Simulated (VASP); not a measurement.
Here is a VASP 6.6.1 calculation.

Contents of INCAR:

```
  PREC = Accurate
  ENCUT = 500
  EDIFF = 1E-6
  ISMEAR = -1
  SIGMA = 0.1
  LREAL = F
  LASPH = T
  NELM = 120
  ALGO = Normal
  ISIF = 2
  LWAVE = F
  LCHARG = F
  GGA = PS
  NBANDS = 12
  GGA_COMPAT = F
```

KPOINTS

```
Automatic mesh
0
Gamma
  18 18 18
```

Contents of POSCAR:

```
Sc
1.0
   -1.7677184271      1.7677184271      1.7677184271
    1.7677184271     -1.7677184271      1.7677184271
    1.7677184271      1.7677184271     -1.7677184271
Sc
1
Direct
    0.0000000000      0.0000000000      0.0000000000
```

Potentials or basis: VASP PAW PBE potentials, release 64 (Sc_sv).

Launch:

```console
$ cat potpaw_PBE.64/Sc_sv/POTCAR > POTCAR
$ mpirun -np 1 vasp_std > vasp.out
```

Q: What does it give for the pressure?

A: 5.0 GPa.

Q: What does it give for the band gap on the k mesh?

A: Zero (an odd number of electrons rules out a gap without spin polarisation).

Caveat: the cell stands under pressure; the PAW data sets were made with another functional, which shifts forces and pressure a little.
